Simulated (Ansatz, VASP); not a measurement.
# Two plane-wave programs on Na2Cl

```
CELL_PARAMETERS angstrom
3.81323 0.00000 0.00000
0.00000 3.81323 0.00000
0.00000 0.00000 12.36981
ATOMIC_POSITIONS crystal
Na 0.00000 0.00000 0.22972
Na 0.00000 0.00000 0.77028
Na 0.00000 0.00000 0.50000
Na 0.50000 0.50000 0.00000
Cl 0.50000 0.50000 0.36219
Cl 0.50000 0.50000 0.63781
```

Alike in both runs: task single point; functional PBEsol; k mesh 10 × 10 × 4; occupations gaussian, width 0.1 eV; no spin polarisation.

|  | VASP | Ansatz |
| --- | --- | --- |
| version | VASP 6.6.1 | Ansatz 0.2.0 |
| potentials or method | VASP PAW PBE potentials, release 64 (Na_pv, Cl), cutoff 520 eV | scalar-relativistic, plane waves, PAW |
| valence electrons in the cell | 42 | 50 |

|  | VASP | Ansatz | Ansatz less VASP |
| --- | --- | --- | --- |
| gap on the k mesh at the Fermi level (eV) | none | none | - |
| pressure (GPa) | -1.9 | -1.9 | 0.00 |
| traceless stress, the component that is largest in VASP (GPa) | 2.05 | 2.05 | +0.006 |
| rms of the force components (eV/Å) | 0.058 | 0.057 | -0.0003 |

VASP's potentials were made for PBE, not for PBEsol. Atom by atom the forces differ by 0.000 eV/Å (rms over components). A gap of «none» marks a metal or a gap that the smearing closes. The functional is the same, so the differences come from potentials, cutoffs and numerics. VASP's potentials hold 42 valence electrons a cell and Ansatz's 50, so a difference there can come from the potentials and not from the codes.
